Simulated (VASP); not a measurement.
Input of a VASP 6.6.1 run:

File INCAR:

```
SYSTEM = CoO
  PREC = Accurate
  ENCUT = 600
  EDIFF = 1E-6
  ISMEAR = 0
  SIGMA = 0.05
  LREAL = .False.
  LASPH = .True.
  NELM = 200
  ALGO = Normal
  ISIF = 2
  LWAVE = .False.
  LCHARG = .False.
  ISPIN = 2
  MAGMOM = 2.72 0.34
  LORBIT = 11
  LMAXMIX = 4
  GGA = PE
  NBANDS = 18
  GGA_COMPAT = .False.
```

The input KPOINTS:

```
regular mesh
0
Gamma
  8 8 8
  0 0 0
```

POSCAR

```
CoO
1.0
    0.0000000000      2.1315016600      2.1315016600
    2.1315016600      0.0000000000      2.1315016600
    2.1315016600      2.1315016600      0.0000000000
Co O
1 1
Direct
    0.0000000000      0.0000000000      0.0000000000
    0.5000000000      0.5000000000      0.5000000000
```

Potentials or basis: VASP PAW PBE potentials, release 64 (Co, O).

Command:

```sh
$ cat potpaw_PBE.64/Co/POTCAR potpaw_PBE.64/O/POTCAR > POTCAR
$ mpirun -np 1 vasp_std > vasp.out
```

Problem. Predict the pressure.

Solution. -3.2 GPa.

Problem. Predict the site moments.

Solution. Co +2.53; O +0.28 μB.

Problem. What does it give for the net moment?

Solution. 2.86 μB per cell.

Caveat: a cell with one magnetic atom can't hold antiferromagnetic order, which such compounds often take.
